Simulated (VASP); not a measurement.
A run of VASP 6.6.1 is set up as follows.

INCAR

```
SYSTEM = AlGa3N4
PREC = Accurate
ENCUT = 520
EDIFF = 1E-7
ISMEAR = 0
SIGMA = 0.05
LREAL = .False.
LASPH = .True.
NELM = 100
ALGO = Normal
ISIF = 2
LWAVE = .False.
LCHARG = .True.
LELF = .True.
LVHAR = .True.
NBANDS = 41
```

Contents of KPOINTS:

```
regular mesh
0
Gamma
  6 6 6
  0 0 0
```

The input POSCAR:

```
AlGa3N4
1.0
    4.4277662635     -0.0666674332     -0.0666674332
   -0.0666674332      4.4277662635     -0.0666674332
   -0.0666674332     -0.0666674332      4.4277662635
Al Ga N
1 3 4
Direct
    0.0000000000      0.0000000000      0.0000000000
    0.5000000000      0.5000000000      0.0000000000
    0.5000000000      0.0000000000      0.5000000000
    0.0000000000      0.5000000000      0.5000000000
    0.7548078379      0.7548078379      0.2451921621
    0.7548078379      0.2451921621      0.7548078379
    0.2451921621      0.7548078379      0.7548078379
    0.2451921621      0.2451921621      0.2451921621
```

Potentials or basis: VASP PAW LDA potentials, release 64 (Al, Ga_d, N).

The run is started by

```bash
$ cat potpaw_LDA.64/Al/POTCAR potpaw_LDA.64/Ga_d/POTCAR potpaw_LDA.64/N/POTCAR > POTCAR
$ mpirun -np 1 vasp_std > vasp.out
```

**Question.** Estimate the pressure.

**Answer.** 1.6 GPa.

**Question.** What does it give for the band gap on the k mesh?

**Answer.** 2.41 eV.

Forces in eV/Å, atoms in the order of the input:
```
Al  -0.348 -0.348 -0.348
Ga  -0.363 -0.363 -0.333
Ga  -0.363 -0.333 -0.363
Ga  -0.333 -0.363 -0.363
N    0.373  0.373  0.302
N    0.373  0.302  0.373
N    0.302  0.373  0.373
N    0.361  0.361  0.361
```
